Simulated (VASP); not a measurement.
TaN, 2 atoms in the cell. It takes space group P-6m2 (No. 187, hexagonal). The conventional cell has a = 2.957 Å, b = 2.957 Å, c = 2.900 Å, α = 90.00°, β = 90.00°, γ = 120.00°. Ta (site symmetry -6m2) has 6 N at 2.24 Å and 8 Ta at 2.90 to 2.96 Å within 3.0 Å. Within 3.0 Å of N (site symmetry -6m2) lie 6 Ta at 2.24 Å and 8 N at 2.90 to 2.96 Å. 

* Program: VASP 6.6.1
* Task: single point
* Functional: PBE
* Potentials or basis: VASP PAW PBE potentials, release 64 (Ta_pv, N)
* Cutoff: 520 eV
* k mesh: 10 × 10 × 9
* Occupations: fermi-dirac, width 0.05 eV
* Spin: no spin polarisation
* Hubbard terms: Ta d U = 2.0 eV
* Dipole correction: no
* Further INCAR settings: ALGO = Normal; EDIFF = 1e-07; NBANDS = 15

Potentials or basis: VASP PAW PBE potentials, release 64 (Ta_pv, N).

Run with:

```sh
$ cat potpaw_PBE.64/Ta_pv/POTCAR potpaw_PBE.64/N/POTCAR > POTCAR
$ mpirun -np 1 vasp_std > vasp.out
```

Hardware: 1 thread of Intel(R) Xeon(R) Platinum 8259CL CPU @ 2.50GHz (Skylake/Cascade Lake), on a shared host.

Task: How long does it take, and how much memory?

Result: It took 14 s on 1 thread of Intel(R) Xeon(R) Platinum 8259CL CPU @ 2.50GHz (Skylake/Cascade Lake) (shared host), peak memory 0.15 GiB. Counts: scf iterations 14, k points 70.
